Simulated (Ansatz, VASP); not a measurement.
**One calculation of WSe2, two programs**

```xyz
3
Lattice="3.2644 0.0000 0.0000 -1.6322 2.8271 0.0000 0.0000 0.0000 17.2089" Properties=species:S:1:pos:R:3 pbc="T T T"
W     0.0000    0.0000    0.0000
Se    0.0000    1.8847    1.7172
Se    0.0000    1.8847   15.4917
```

Alike in both runs: task single point; functional PBEsol; k mesh 12 × 12 × 2; occupations gaussian, width 0.05 eV; no spin polarisation.

|  | VASP | Ansatz |
| --- | --- | --- |
| version | VASP 6.6.1 | Ansatz 0.2.0 |
| potentials or method | VASP PAW PBE potentials, release 64 (W_sv, Se), cutoff 520 eV | scalar-relativistic, plane waves, PAW |
| valence electrons in the cell | 26 | 46 |

```csv
,VASP,Ansatz,Ansatz less VASP
gap on the k mesh at the Fermi level (eV),1.53,1.53,-0.001
least direct gap on the mesh (eV),1.80,1.80,+0.003
rms of the force components (eV/Å),0.311,0.337,+0.0258
```

VASP's potentials were made for PBE, not for PBEsol. Atom by atom the forces differ by 0.026 eV/Å (rms over components). VASP's potentials hold 26 valence electrons a cell and Ansatz's 46, so a difference there can come from the potentials and not from the codes.

Spin-orbit coupling is off throughout.
